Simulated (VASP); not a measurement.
# Zr4Si3 (P4/mmm) in VASP: single point with PBE

Aim: the single point of Zr4Si3 with PBE.

Everything below comes from runs of VASP 6.6.1. Logs are shortened: lines on timing, memory, paths and dates and some standing lists are left out, and cuts for length are marked.

**1. The cell of the first run**

It takes space group P4/mmm (No. 123, tetragonal). Conventional cell: a = 5.551 Å, b = 5.551 Å, c = 5.247 Å, α = 90.00°, β = 90.00°, γ = 90.00°. Zr (site symmetry 4/mmm) has 6 Si at 2.62 to 2.78 Å within 3.5 Å. Zr (site symmetry mmm) has 4 Si at 2.62 to 2.78 Å and 2 Zr at 2.78 Å within 3.5 Å. Zr (site symmetry 4/mmm) has 4 Zr at 2.78 Å within 3.7 Å. Within 3.5 Å of Si (site symmetry 4/mmm) lie 6 Zr at 2.62 to 2.78 Å. Si (site symmetry mmm) has 4 Zr at 2.62 to 2.78 Å within 3.5 Å.

**2. Single point, PBE**

Contents of INCAR:

```
SYSTEM = Zr4Si3
ALGO = Normal ; EDIFF = 1E-6
ENCUT = 500 ; GGA = PE
GGA_COMPAT = .False. ; ISIF = 2
ISMEAR = 0 ; LASPH = .True.
LCHARG = .False. ; LREAL = .False.
LWAVE = .False. ; NBANDS = 39
NELM = 120 ; PREC = Accurate
SIGMA = 0.2
```

Contents of KPOINTS:

```
k-points
0
Gamma
  3 3 4
  0 0 0
```

Contents of POSCAR:

```
Zr4Si3
1.0
    5.5512077990      0.0000000000      0.0000000000
    0.0000000000      5.5512077990      0.0000000000
    0.0000000000      0.0000000000      5.2473201967
Zr Si
4 3
Direct
    0.0000000000      0.0000000000      0.0000000000
    0.0000000000      0.5000000000      0.5000000000
    0.5000000000      0.0000000000      0.5000000000
    0.5000000000      0.5000000000      0.5000000000
    0.0000000000      0.0000000000      0.5000000000
    0.0000000000      0.5000000000      0.0000000000
    0.5000000000      0.0000000000      0.0000000000
```

Potentials or basis: VASP PAW PBE potentials, release 64 (Zr_sv, Si).

The run is started by

```console
> cat potpaw_PBE.64/Zr_sv/POTCAR potpaw_PBE.64/Si/POTCAR > POTCAR
> mpirun -np 1 vasp_std > vasp.out
```

OUTCAR:

```text
SYSTEM = Zr4Si3
   EDIFF = 1E-6
   ENCUT = 500
   GGA = PE
   ISIF = 2
   ISMEAR = 0
   LASPH = .True.
   LREAL = .False.
   NELM = 120
   PREC = Accurate

 ion  position               nearest neighbor table
   1  0.000  0.000  0.000-   5 2.62   5 2.62   7 2.78   6 2.78   6 2.78   7 2.78   3 3.82   3 3.82
                             2 3.82   2 3.82   2 3.82   3 3.82   2 3.82   3 3.82
   2  0.000  0.500  0.500-   6 2.62   6 2.62   4 2.78   5 2.78   5 2.78   4 2.78   1 3.82   1 3.82
                             1 3.82   1 3.82
   3  0.500  0.000  0.500-   7 2.62   7 2.62   4 2.78   5 2.78   4 2.78   5 2.78   1 3.82   1 3.82
                             1 3.82   1 3.82
   4  0.500  0.500  0.500-   2 2.78   3 2.78   3 2.78   2 2.78
   5  0.000  0.000  0.500-   1 2.62   1 2.62   3 2.78   2 2.78   2 2.78   3 2.78
   6  0.000  0.500  0.000-   2 2.62   2 2.62   1 2.78   1 2.78
   7  0.500  0.000  0.000-   3 2.62   3 2.62   1 2.78   1 2.78

  LATTYP: Found a simple tetragonal cell.
 ALAT       =     5.5512077990
 C/A-ratio  =     0.9452573902

  Lattice vectors:

 A1 = (   5.5512077990,   0.0000000000,   0.0000000000)
 A2 = (   0.0000000000,   5.5512077990,   0.0000000000)
 A3 = (   0.0000000000,   0.0000000000,   5.2473201967)

Analysis of symmetry for initial positions (statically):
=====================================================================
 Subroutine PRICEL returns:
 Original cell was already a primitive cell.

 Routine SETGRP: Setting up the symmetry group for a
 simple tetragonal supercell.

 Subroutine GETGRP returns: Found 16 space group operations
 (whereof 16 operations were pure point group operations)
 out of a pool of 16 trial point group operations.

The static configuration has the point symmetry D_4h.

Analysis of symmetry for dynamics (positions and initial velocities):
=====================================================================
 Subroutine PRICEL returns:
 Original cell was already a primitive cell.

 Routine SETGRP: Setting up the symmetry group for a
 simple tetragonal supercell.

 Subroutine GETGRP returns: Found 16 space group operations
 (whereof 16 operations were pure point group operations)
 out of a pool of 16 trial point group operations.

The dynamic configuration has the point symmetry D_4h.

 Subroutine INISYM returns: Found 16 space group operations
 (whereof 16 operations are pure point group operations),
 and found     1 'primitive' translations

----------------------------------------------------------------------------------------

                                     Primitive cell

  volume of cell :     161.7009

  direct lattice vectors                    reciprocal lattice vectors
     5.551207799  0.000000000  0.000000000     0.180140978  0.000000000  0.000000000
     0.000000000  5.551207799  0.000000000     0.000000000  0.180140978  0.000000000
     0.000000000  0.000000000  5.247320197     0.000000000  0.000000000  0.190573467

  length of vectors
     5.551207799  5.551207799  5.247320197     0.180140978  0.180140978  0.190573467

  position of ions in fractional coordinates (direct lattice)
     0.000000000  0.000000000  0.000000000
     0.000000000  0.500000000  0.500000000
     0.500000000  0.000000000  0.500000000
     0.500000000  0.500000000  0.500000000
     0.000000000  0.000000000  0.500000000
     0.000000000  0.500000000  0.000000000
     0.500000000  0.000000000  0.000000000

  ion indices of the primitive-cell ions
   primitive index   ion index
                 1           1
                 2           2
                 3           3
                 4           4
                 5           5
                 6           6
                 7           7

----------------------------------------------------------------------------------------

 KPOINTS: k-points

Automatic generation of k-mesh.
 Grid dimensions read from file:
 generate k-points for:    3    3    4

 Generating k-lattice:

  Cartesian coordinates                     Fractional coordinates (reciprocal lattice)
     0.060046993  0.000000000  0.000000000     0.333333333  0.000000000  0.000000000
     0.000000000  0.060046993  0.000000000     0.000000000  0.333333333  0.000000000
     0.000000000  0.000000000  0.047643367     0.000000000  0.000000000  0.250000000

  Length of vectors
     0.060046993  0.060046993  0.047643367

  Shift w.r.t. Gamma in fractional coordinates (k-lattice)
     0.000000000  0.000000000  0.000000000

 Subroutine IBZKPT returns following result:
 ===========================================

 Found      9 irreducible k-points:

 Following reciprocal coordinates:
            Coordinates               Weight
  0.000000  0.000000  0.000000      1.000000
  0.333333  0.000000  0.000000      4.000000
  0.333333  0.333333  0.000000      4.000000
  0.000000  0.000000  0.250000      2.000000
  0.333333  0.000000  0.250000      8.000000
  0.333333  0.333333  0.250000      8.000000
  0.000000  0.000000  0.500000      1.000000
  0.333333  0.000000  0.500000      4.000000
  0.333333  0.333333  0.500000      4.000000
   k-points           NKPTS =      9   k-points in BZ     NKDIM =      9   number of bands    NBANDS=     39
   number of dos      NEDOS =    301   number of ions     NIONS =      7
   total plane-waves  NPLWV =  64000
   dimension x,y,z NGX =    40 NGY =   40 NGZ =   40
   dimension x,y,z NGXF=    80 NGYF=   80 NGZF=   80
   ions per type =               4   3
   NGX,Y,Z   is equivalent  to a cutoff of  11.98, 11.98, 12.67 a.u.
   NGXF,Y,Z  is equivalent  to a cutoff of  23.96, 23.96, 25.35 a.u.
 SYSTEM =  Zr4Si3
   PREC   = accura    normal or accurate (medium, high low for compatibility)
   ISTART =      0    job   : 0-new  1-cont  2-samecut
   ICHARG =      2    charge: 1-file 2-atom 10-const
   ISPIN  =      1    spin polarized calculation?
   LNONCOLLINEAR =      F non collinear calculations
   LSORBIT =      F    spin-orbit coupling
   LASPH  =      T    aspherical Exc in radial PAW
   ENCUT  =  500.0 eV  36.75 Ry    6.06 a.u.  10.12 10.12  9.57*2*pi/ulx,y,z
   NELM   =    120;   NELMIN=  2; NELMDL= -5     # of ELM steps
   EDIFF  = 0.1E-05   stopping-criterion for ELM
   LREAL  =      F    real-space projection
   EDIFFG = 0.1E-04   stopping-criterion for IOM
   NSW    =      0    number of steps for IOM
   IBRION =     -1    ionic relax: 0-MD 1-quasi-New 2-CG
   NFREE  =      0    steps in history (QN), initial steepest desc. (CG)
   ISIF   =      2    stress and relaxation
   ISYM   =      2    0-nonsym 1-usesym 2-fastsym
   POTIM  = 0.5000    time-step for ionic-motion
   TEBEG  =    0.0;   TEEND  =   0.0 temperature during run
   PSTRESS=    0.0 pullay stress
   NELECT =      60.0000    total number of electrons
   NUPDOWN=      -1.0000    fix difference up-down
   EMIN   =  10.00;   EMAX   =-10.00  energy-range for DOS
   EFERMI =   0.00;   METHOD = LEGACY
   ISMEAR =     0;   SIGMA  =   0.20  broadening in eV -4-tet -1-fermi 0-gaus
   EFERMI_NEDOS =   21; number of points for ismear=-14 and -15
   IALGO  =     38    algorithm
   IMIX   =      4    mixing-type and parameters
     AMIX     =   0.40;   BMIX     =  1.00
     AMIX_MAG =   1.60;   BMIX_MAG =  1.00
  volume/ion in A,a.u.               =      23.10       155.89
  Fermi-wavevector in a.u.,A,eV,Ry     =   1.176398  2.223071 18.829280  1.383913
  Thomas-Fermi vector in A             =   2.312763
   LORBIT       =      0    0 simple, 1 ext, 2 COOP (PROOUT), +10 PAW based schemes
   GGA     = PE    functional components
   LHFCALC =     F    Hartree Fock is set to
   AEXX    =    0.0000 exact exchange contribution
   IVDW    =     0    specifies the selected vdW correction
   LEPSILON=     F    determine dielectric tensor
   LRPA    =     F    only Hartree local field effects (RPA)
 non-spin polarized calculation
 Gauss-broadening in eV      SIGMA  =   0.20
  energy-cutoff  :      500.00
  volume of cell :      161.70
 maximum number of plane-waves:      4116
   NGX = 21   NGY = 21   NGZ = 19

 number of electron      60.0000004 magnetization

 Free energy of the ion-electron system (eV)
  ---------------------------------------------------
  ext. energy  EPLUGINS =         0.00000000
  ---------------------------------------------------
  free energy    TOTEN  =       -49.39911799 eV

  energy without entropy =      -49.25393870  energy(sigma->0) =      -49.32652834

 E-fermi :   6.8581     XC(G=0): -10.1644

 val. band max:        6.7679496810   @ k =   0.3333   0.0000   0.2500
 cond. band min:       6.9090272979   @ k =   0.3333   0.3333   0.2500
 fundamental gap:      0.1410776168
 Fermi energy:         6.8580573602

 k-point     1 :       0.0000    0.0000    0.0000
  band No.  band energies     occupation
      1     -42.1188      2.00000
      2     -41.8595      2.00000
      3     -41.2899      2.00000
      4     -41.2646      2.00000
      5     -20.6528      2.00000
      6     -20.6528      2.00000
[... 31 lines left out ...]
     38       8.5225      0.00000
     39       8.6272      0.00000

 k-point     2 :       0.3333    0.0000    0.0000
  band No.  band energies     occupation
      1     -42.1084      2.00000
      2     -41.8594      2.00000
      3     -41.2928      2.00000
      4     -41.2745      2.00000
      5     -20.6466      2.00000
      6     -20.3235      2.00000
[... 31 lines left out ...]
     38       9.3943      0.00000
     39       9.6742      0.00000

 k-point     3 :       0.3333    0.3333    0.0000
  band No.  band energies     occupation
      1     -42.0979      2.00000
      2     -41.8594      2.00000
      3     -41.2934      2.00000
      4     -41.2869      2.00000
      5     -20.3156      2.00000
      6     -20.3149      2.00000
[... 31 lines left out ...]
     38       9.4044      0.00000
     39       9.5456      0.00000

 k-point     4 :       0.0000    0.0000    0.2500
  band No.  band energies     occupation
      1     -42.1188      2.00000
      2     -41.8594      2.00000
      3     -41.2898      2.00000
      4     -41.2646      2.00000
      5     -20.6526      2.00000
      6     -20.6526      2.00000
[... 31 lines left out ...]
     38       9.2882      0.00000
     39       9.8734      0.00000

 k-point     5 :       0.3333    0.0000    0.2500
  band No.  band energies     occupation
      1     -42.1084      2.00000
      2     -41.8593      2.00000
      3     -41.2927      2.00000
      4     -41.2744      2.00000
      5     -20.6465      2.00000
      6     -20.3245      2.00000
[... 31 lines left out ...]
     38       9.4611      0.00000
     39       9.6528      0.00000

 k-point     6 :       0.3333    0.3333    0.2500
  band No.  band energies     occupation
      1     -42.0979      2.00000
      2     -41.8593      2.00000
      3     -41.2933      2.00000
      4     -41.2868      2.00000
      5     -20.3164      2.00000
      6     -20.3148      2.00000
[... 31 lines left out ...]
     38       9.2224      0.00000
     39       9.2353      0.00000

 k-point     7 :       0.0000    0.0000    0.5000
  band No.  band energies     occupation
      1     -42.1187      2.00000
      2     -41.8593      2.00000
      3     -41.2897      2.00000
      4     -41.2646      2.00000
      5     -20.6523      2.00000
      6     -20.6523      2.00000
[... 31 lines left out ...]
     38       9.6168      0.00000
     39      10.1925      0.00000

 k-point     8 :       0.3333    0.0000    0.5000
  band No.  band energies     occupation
      1     -42.1084      2.00000
      2     -41.8592      2.00000
      3     -41.2927      2.00000
      4     -41.2744      2.00000
      5     -20.6463      2.00000
      6     -20.3255      2.00000
[... 31 lines left out ...]
     38       9.8760      0.00000
     39      10.1019      0.00000

 k-point     9 :       0.3333    0.3333    0.5000
  band No.  band energies     occupation
      1     -42.0979      2.00000
      2     -41.8592      2.00000
      3     -41.2932      2.00000
      4     -41.2868      2.00000
      5     -20.3173      2.00000
      6     -20.3148      2.00000
[... 31 lines left out ...]
     38       9.7020      0.00000
     39       9.8126      0.00000

------------------------ aborting loop because EDIFF is reached ----------------------------------------

  FORCE on cell =-STRESS in cart. coord.  units (eV):
  Direction    XX          YY          ZZ          XY          YZ          ZX
  --------------------------------------------------------------------------------------
  -------------------------------------------------------------------------------------
  Total        0.0867000      0.0867000      0.5332505      0.0000000      0.0000000      0.0000000
  in kB        0.8590475      0.8590475      5.2835930      0.0000000      0.0000000      0.0000000
  external PRESSURE =       2.3338960 kB  Pullay stress =       0.0000000 kB

 VOLUME and BASIS-vectors are now :
 -----------------------------------------------------------------------------
  energy-cutoff  :      500.00
  volume of cell :      161.70
      direct lattice vectors                 reciprocal lattice vectors
     5.551207799  0.000000000  0.000000000     0.180140978  0.000000000  0.000000000
     0.000000000  5.551207799  0.000000000     0.000000000  0.180140978  0.000000000
     0.000000000  0.000000000  5.247320197     0.000000000  0.000000000  0.190573467

 POSITION                                       TOTAL-FORCE (eV/Angst)
 -----------------------------------------------------------------------------------
      0.00000      0.00000      0.00000         0.000000      0.000000      0.000000
      0.00000      2.77560      2.62366         0.000000      0.000000      0.000000
      2.77560      0.00000      2.62366         0.000000      0.000000      0.000000
      2.77560      2.77560      2.62366         0.000000      0.000000      0.000000
      0.00000      0.00000      2.62366         0.000000      0.000000      0.000000
      0.00000      2.77560      0.00000         0.000000      0.000000      0.000000
      2.77560      0.00000      0.00000         0.000000      0.000000      0.000000
 -----------------------------------------------------------------------------------
    total drift:                                0.000000      0.000000     -0.000000

  FREE ENERGIE OF THE ION-ELECTRON SYSTEM (eV)
  ---------------------------------------------------
  free  energy   TOTEN  =       -49.3991179888 eV

  energy  without entropy=      -49.2539386984  energy(sigma->0) =      -49.32652834
```

Wall time 2 min (1 thread of Intel Xeon 8259CL, shared host); peak memory 0.25 GiB.

What came out:

```yaml
Free_energy: -49.3991 eV
Pressure: 0.2 GPa
Band_gap_on_the_k_mesh: zero (band 30 reaches 7.48 eV, above the bottom of band 31 at 6.42 eV)
```

Levels at points of the mesh, in eV from the Fermi level:
| k point | band 27 | band 28 | band 29 | band 30 | band 31 | band 32 | band 33 | band 34 |
| --- | --- | --- | --- | --- | --- | --- | --- | --- |
| (0.00, 0.00, 0.00) | -1.42 | 0.09 | 0.09 | 0.62 | 0.62 | 0.75 | 0.86 | 1.13 |
| (0.00, 0.00, 0.50) | -1.73 | -1.59 | -1.32 | -0.44 | -0.44 | 0.71 | 2.10 | 2.27 |

Caveat: the k points lie up to 0.38 Å⁻¹ apart.
